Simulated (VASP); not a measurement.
# C (Fd-3m) in VASP: notebook, part 2 of 2

VASP 6.6.1. Earlier steps stand in the parts before.

## 3. Electric field gradients, PBE (volume scaled by 0.99)

The input, INCAR:

```
ALGO = Normal
EDIFF = 1E-8
ENCUT = 520
GGA = PE
ISIF = 2
ISMEAR = -1
LASPH = True
LCHARG = False
LEFG = True
LREAL = False
LWAVE = False
NBANDS = 11
NELM = 80
PREC = Accurate
SIGMA = 0.08
```

The input, KPOINTS:

```
k-points
0
Gamma
  20 20 20
```

The input, POSCAR:

```
C
1.0
    0.0000000000      1.7774354070      1.7774354070
    1.7774354070      0.0000000000      1.7774354070
    1.7774354070      1.7774354070      0.0000000000
C
2
Direct
    0.5000000000      0.5000000000      0.5000000000
    0.7500000000      0.7500000000      0.7500000000
```

Potentials or basis: VASP PAW PBE potentials, release 64 (C).

On the command line:

```console
> cat potpaw_PBE.64/C/POTCAR > POTCAR
> mpirun -np 1 vasp_std > vasp.out
```

OUTCAR:

```text
EDIFF = 1E-8
   ENCUT = 520
   GGA = PE
   ISIF = 2
   ISMEAR = -1
   LASPH = True
   LREAL = False
   NELM = 80
   PREC = Accurate

 ion  position               nearest neighbor table
   1  0.500  0.500  0.500-   2 1.54   2 1.54   2 1.54   2 1.54
   2  0.750  0.750  0.750-   1 1.54   1 1.54   1 1.54   1 1.54

  LATTYP: Found a face centered cubic cell.
 ALAT       =     3.5548708140

  Lattice vectors:

 A1 = (   0.0000000000,   1.7774354070,   1.7774354070)
 A2 = (   1.7774354070,   0.0000000000,   1.7774354070)
[... 550 lines left out ...]
  free  energy   TOTEN  =       -18.1817828796 eV

  energy  without entropy=      -18.1817828795  energy(sigma->0) =      -18.18178288

 Electric field gradients (V/A^2)
---------------------------------------------------------------------
 ion       V_xx      V_yy      V_zz      V_xy      V_xz      V_yz
---------------------------------------------------------------------
   1      -0.000     0.000    -0.000    -0.000    -0.000    -0.000
   2      -0.000     0.000     0.000    -0.000    -0.000    -0.000
---------------------------------------------------------------------

 Electric field gradients after diagonalization (V/A^2)
 (convention: |V_zz| > |V_xx| > |V_yy|)
----------------------------------------------------------------------
 ion       V_xx      V_yy      V_zz     asymmetry (V_yy - V_xx)/ V_zz
----------------------------------------------------------------------
   1       0.000     0.000    -0.000       0.000
   2       0.000     0.000    -0.000       0.000
----------------------------------------------------------------------

           NMR quadrupolar parameters

 Cq : quadrupolar parameter    Cq=e*Q*V_zz/h
 eta: asymmetry parameters     (V_yy - V_xx)/ V_zz
 Q  : nuclear electric quadrupole moment in mb (millibarn)
----------------------------------------------------------------------
 ion       Cq(MHz)       eta       Q (mb)
----------------------------------------------------------------------
   1      -0.000       0.000       1.000
   2      -0.000       0.000       1.000
----------------------------------------------------------------------
```

Run time: 23 s. Hardware: 1 thread of Intel Xeon 6975P-C, shared host; peak memory 0.14 GiB.

Results:

| Item | Value |
| --- | --- |
| Free energy | -18.1818 eV |
| Pressure | 7.0 GPa |
| Band gap on the k mesh | 4.16 eV, indirect (least direct gap 5.62 eV) |

Levels at points of the mesh, in eV from the valence-band top:
```csv
k point,band 1,band 2,band 3,band 4,band 5,band 6,band 7,band 8
"(0.00, 0.00, 0.00)",-21.61,0.00,0.00,0.00,5.62,5.62,5.62,13.56
"(0.50, 0.00, 0.00)",-15.78,-13.48,-2.83,-2.83,8.50,8.50,8.98,15.79
"(0.50, 0.50, 0.00)",-12.83,-12.83,-6.36,-6.36,4.78,4.78,16.96,16.96
```

Caveat: without QUAD_EFG the Cq values of the log hold for a quadrupole moment of 1 mb, not for the nuclei.

## 4. Electric field gradients, PBE (volume scaled by 1.01)

The input, INCAR:

```
PREC = Accurate
ENCUT = 520
EDIFF = 1E-8
ISMEAR = -1
SIGMA = 0.08
LREAL = False
LASPH = True
NELM = 100
ALGO = Normal
ISIF = 2
LWAVE = False
LCHARG = False
GGA = PE
LEFG = True
NBANDS = 11
```

The input, KPOINTS:

```
Automatic mesh
0
Gamma
  20 20 20
```

The input, POSCAR:

```
C
1.0
    0.0000000000      1.7893249605      1.7893249605
    1.7893249605      0.0000000000      1.7893249605
    1.7893249605      1.7893249605      0.0000000000
C
2
Direct
    0.5000000000      0.5000000000      0.5000000000
    0.7500000000      0.7500000000      0.7500000000
```

Potentials or basis: VASP PAW PBE potentials, release 64 (C).

On the command line:

```console
> cat potpaw_PBE.64/C/POTCAR > POTCAR
> mpirun -np 1 vasp_std > vasp.out
```

OUTCAR:

```text
PREC = Accurate
   ENCUT = 520
   EDIFF = 1E-8
   ISMEAR = -1
   LREAL = False
   LASPH = True
   NELM = 100
   ISIF = 2
   GGA = PE

 ion  position               nearest neighbor table
   1  0.500  0.500  0.500-   2 1.55   2 1.55   2 1.55   2 1.55
   2  0.750  0.750  0.750-   1 1.55   1 1.55   1 1.55   1 1.55

  LATTYP: Found a face centered cubic cell.
 ALAT       =     3.5786499210

  Lattice vectors:

 A1 = (   0.0000000000,   1.7893249605,   1.7893249605)
 A2 = (   1.7893249605,   0.0000000000,   1.7893249605)
 A3 = (   1.7893249605,   1.7893249605,   0.0000000000)

Analysis of symmetry for initial positions (statically):
=====================================================================
 Subroutine PRICEL returns:
 Original cell was already a primitive cell.

 Routine SETGRP: Setting up the symmetry group for a
 face centered cubic supercell.

 Subroutine GETGRP returns: Found 48 space group operations
[... 524 lines left out ...]
  volume of cell :       11.46
      direct lattice vectors                 reciprocal lattice vectors
     0.000000000  1.789324960  1.789324960    -0.279434989  0.279434989  0.279434989
     1.789324960  0.000000000  1.789324960     0.279434989 -0.279434989  0.279434989
     1.789324960  1.789324960  0.000000000     0.279434989  0.279434989 -0.279434989

 POSITION                                       TOTAL-FORCE (eV/Angst)
 -----------------------------------------------------------------------------------
      1.78932      1.78932      1.78932        -0.000000     -0.000000     -0.000000
      2.68399      2.68399      2.68399         0.000000      0.000000      0.000000
 -----------------------------------------------------------------------------------
    total drift:                                0.000000     -0.000000      0.000000

  FREE ENERGIE OF THE ION-ELECTRON SYSTEM (eV)
  ---------------------------------------------------
  free  energy   TOTEN  =       -18.1856058275 eV

  energy  without entropy=      -18.1856058274  energy(sigma->0) =      -18.18560583

 Electric field gradients (V/A^2)
---------------------------------------------------------------------
 ion       V_xx      V_yy      V_zz      V_xy      V_xz      V_yz
---------------------------------------------------------------------
   1      -0.000     0.000     0.000    -0.000    -0.000    -0.000
   2      -0.000    -0.000     0.000    -0.000    -0.000    -0.000
---------------------------------------------------------------------

 Electric field gradients after diagonalization (V/A^2)
 (convention: |V_zz| > |V_xx| > |V_yy|)
----------------------------------------------------------------------
 ion       V_xx      V_yy      V_zz     asymmetry (V_yy - V_xx)/ V_zz
----------------------------------------------------------------------
   1       0.000     0.000    -0.000       0.000
   2       0.000     0.000    -0.000       0.000
----------------------------------------------------------------------

           NMR quadrupolar parameters

 Cq : quadrupolar parameter    Cq=e*Q*V_zz/h
 eta: asymmetry parameters     (V_yy - V_xx)/ V_zz
 Q  : nuclear electric quadrupole moment in mb (millibarn)
----------------------------------------------------------------------
 ion       Cq(MHz)       eta       Q (mb)
----------------------------------------------------------------------
   1      -0.000       0.000       1.000
   2      -0.000       0.000       1.000
----------------------------------------------------------------------
```

Wall time 17 s (1 thread of Intel Xeon 6975P-C, shared host); peak memory 0.14 GiB.

What came out:

```yaml
Free_energy: -18.1856 eV
Pressure: -1.9 GPa
Band_gap_on_the_k_mesh: 4.11 eV, indirect (least direct gap 5.56 eV)
```

Levels at points of the mesh, in eV from the valence-band top:
| k point | band 2 | band 3 | band 4 | band 5 | band 6 | band 7 |
| --- | --- | --- | --- | --- | --- | --- |
| (0.00, 0.00, 0.00) | 0.00 | 0.00 | 0.00 | 5.56 | 5.56 | 5.56 |
| (0.50, 0.00, 0.00) | -13.26 | -2.77 | -2.77 | 8.42 | 8.42 | 8.71 |
| (0.50, 0.50, 0.00) | -12.69 | -6.24 | -6.24 | 4.74 | 4.74 | 16.66 |

Caveat: without QUAD_EFG the Cq values of the log hold for a quadrupole moment of 1 mb, not for the nuclei. A k mesh can miss the band edges.

## 5. The runs side by side

| cell | gap on the mesh (eV) | pressure (GPa) |
| --- | --- | --- |
| a = 2.505 Å, angles 60.0°, 2 atoms | 4.18 | 11.7 |
| a = 2.514 Å, angles 60.0°, 2 atoms | 4.16 | 7.0 |
| a = 2.530 Å, angles 60.0°, 2 atoms | 4.11 | -1.9 |

Alike in all rows: task electric field gradients; level PBE; potentials or basis VASP PAW PBE potentials, release 64 (C); no spin polarisation; k mesh 20 × 20 × 20; cutoff (eV) 520; smearing fermi-dirac 0.08 eV.

Total energies depend on the potentials used, so only differences within one code and one set of settings carry meaning.
